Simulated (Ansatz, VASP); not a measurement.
Two plane-wave programs on AlN

```
Al N
1.0
     3.11076    0.00000    0.00000
    -1.55538    2.69400    0.00000
     0.00000    0.00000    4.97877
Al N
2 2
Direct
  0.33333 0.66667 0.00157
  0.66667 0.33333 0.50157
  0.33333 0.66667 0.38343
  0.66667 0.33333 0.88343
```

Alike in both runs: task single point; functional PBE-based screened hybrid with a share of 0.2 of exact exchange and HFSCREEN = 0.20787; k mesh 6 × 6 × 4; occupations gaussian, width 0.05 eV; no spin polarisation.

```csv
,VASP,Ansatz
version,VASP 6.6.1,Ansatz 0.2.0
potentials or method,"VASP PAW PBE potentials, release 64 (Al, N), cutoff 520 eV","scalar-relativistic, plane waves, PAW"
valence electrons in the cell,16,16
```

```csv
,VASP,Ansatz,Ansatz less VASP
gap on the k mesh at the Fermi level (eV),5.28,5.29,+0.002
least direct gap on the mesh (eV),5.28,5.29,+0.002
pressure (GPa),-0.3,-0.2,+0.16
"traceless stress, the component that is largest in VASP (GPa)",0.15,0.07,-0.080
rms of the force components (eV/Å),0.003,0.004,+0.0013
```

VASP's potentials were made for PBE, not for PBE-based screened hybrid. Atom by atom the forces differ by 0.001 eV/Å (rms over components). Ansatz's warnings: stress exchange threshold loose, stress scf threshold loose.
